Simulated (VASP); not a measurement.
Here is a VASP 6.6.1 calculation.

File INCAR:

```
PREC     = Accurate       # precision mode
ENCUT    = 520            # plane-wave cutoff, eV
EDIFF    = 1E-6           # SCF threshold, eV
ISMEAR   = -1             # smearing method
SIGMA    = 0.05           # smearing width, eV
LREAL    = False          # projectors in reciprocal space
LASPH    = True           # aspherical terms in the spheres
NELM     = 150            # most SCF steps
ALGO     = Normal         # electronic algorithm
ISIF     = 2              # what is computed and relaxed
LWAVE    = False          # write WAVECAR
LCHARG   = False          # write CHGCAR
ISPIN    = 2              # spin polarisation
MAGMOM   = 1              # initial moments
LORBIT   = 11             # projections on sites
LMAXMIX  = 4              # l up to which the mixer works
GGA      = PE             # functional
NBANDS   = 16             # bands
```

Contents of KPOINTS:

```
Automatic mesh
0
Gamma
  23 23 23
```

The input POSCAR:

```
V
1.0
    0.0000000000      1.8827759888      1.8827759888
    1.8827759888      0.0000000000      1.8827759888
    1.8827759888      1.8827759888      0.0000000000
V
1
Direct
    0.0000000000      0.0000000000      0.0000000000
```

Potentials or basis: VASP PAW PBE potentials, release 64 (V_sv).

Launch:

```console
$ cat potpaw_PBE.64/V_sv/POTCAR > POTCAR
$ mpirun -np 1 vasp_std > vasp.out
```

(1) Predict the pressure.

(2) Estimate the net moment.

Answers

(1) 7.9 GPa.

(2) 0.00 μB per cell.

Caveat: the cell stands under pressure.
